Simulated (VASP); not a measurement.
Write the native input for VASP 6.6.1 that does the following.

| Quantity | Value |
| --- | --- |
| Task | single point |
| Functional | r2SCAN |
| Dispersion | D3(BJ) |
| Potentials or basis | VASP PAW PBE potentials, release 64 (W_sv, C, H) |
| Cutoff | 520 eV |
| k mesh | 3 × 3 × 1 |
| Occupations | fermi-dirac, width 0.15 eV |
| Spin | no spin polarisation |
| Dipole correction | no |
| Further INCAR settings | LREAL = Auto; ALGO = Normal; EDIFF = 1e-06; NBANDS = 86 |

The system is HW8C8, a slab with vacuum.

```xyz
17
Lattice="5.8034 0.0000 0.0000 -2.9017 5.0259 0.0000 0.0000 0.0000 15.2508" Properties=species:S:1:pos:R:3 pbc="T T T"
W     0.0000    0.0000    1.0000
W    -0.0008    0.0033    3.8453
W    -1.4508    2.5129    1.0000
W    -1.4487    2.5111    3.8454
W     2.9017    0.0000    1.0000
W     2.9010   -0.0001    3.8491
W     1.4508    2.5129    1.0000
W     1.4470    2.5110    3.8450
C     1.4520    0.8368    2.3049
C     1.4379    0.8444    4.9447
C    -0.0003    3.3521    2.3050
C    -0.0008    3.3365    4.9448
C     4.3510    0.8368    2.3050
C     4.3636    0.8442    4.9449
C     2.9014    3.3505    2.3310
C     2.9004    3.3503    5.0626
H     2.8974    3.3497    6.1474
```

One way to write it, as run:

POSCAR

```
HW8C8
1.0
    5.8034000000      0.0000000000      0.0000000000
   -2.9017000000      5.0258920000      0.0000000000
    0.0000000000      0.0000000000     15.2508500000
W C H
8 8 1
Direct
    0.0000000000      0.0000000000      0.0655701000
    0.0001920775      0.0006468718      0.2521340023
    0.0000000000      0.5000000000      0.0655701000
    0.0001872726      0.4996261147      0.2521437279
    0.5000000000      0.0000000000      0.0655701000
    0.4998712267     -0.0000296423      0.2523889034
    0.5000000000      0.5000000000      0.0655701000
    0.4991484711      0.4996106382      0.2521196491
    0.3334408470      0.1664904194      0.1511356588
    0.3317802828      0.1680098015      0.3242266734
    0.3334368387      0.6669736602      0.1511365493
    0.3317853224      0.6638560843      0.3242286135
    0.8329797338      0.1665075801      0.1511401472
    0.8358876501      0.1679756049      0.3242397731
    0.8332710934      0.6666551873      0.1528435352
    0.8330805147      0.6666069084      0.3319526108
    0.8325076102      0.6664805677      0.4030844217
```

INCAR.step1

```
PREC = Accurate
ENCUT = 520
ISMEAR = -1
SIGMA = 0.15
LREAL = Auto
LASPH = True
NELM = 60
NBANDS = 86
GGA = PE
ALGO = Normal
EDIFF = 1E-4
LWAVE = True
LCHARG = False
```

INCAR.step2

```
PREC = Accurate
ENCUT = 520
EDIFF = 1E-6
ISMEAR = -1
SIGMA = 0.15
LREAL = Auto
LASPH = True
NELM = 60
ALGO = Normal
ISIF = 2
LWAVE = False
LCHARG = True
METAGGA = R2SCAN
LMIXTAU = True
IVDW = 12
VDW_S6 = 1.0
VDW_S8 = 0.78981345
VDW_A1 = 0.49484001
VDW_A2 = 5.73083694
LELF = True
LVHAR = True
NBANDS = 86
ISTART = 1
```

KPOINTS

```
regular mesh
0
Gamma
  3 3 1
```

Potentials or basis: VASP PAW PBE potentials, release 64 (W_sv, C, H).

Command:

```console
$ cat potpaw_PBE.64/W_sv/POTCAR potpaw_PBE.64/C/POTCAR potpaw_PBE.64/H/POTCAR > POTCAR
$ cp INCAR.step1 INCAR
$ mpirun -np 1 vasp_std > vasp.out
$ cp INCAR.step2 INCAR
$ mpirun -np 1 vasp_std > vasp.out
```

It gave:

* Largest force: 0.150 eV/Å
* Band gap on the k mesh: zero (an odd number of electrons rules out a gap without spin polarisation)
* Dispersion energy per atom: -0.115 eV

Caveat: the k points lie up to 0.42 Å⁻¹ apart, too coarse for converged energies and pressures of a metal; there is no dipole correction, which matters where the two faces differ; the PAW data sets were made with another functional, which shifts forces and pressure a little; spin-orbit coupling is left out, which moves the levels of the heavy elements.

Run time: 15 min on 1 thread of Intel(R) Xeon(R) 6975P-C (Granite Rapids) (shared host), peak memory 0.72 GiB.
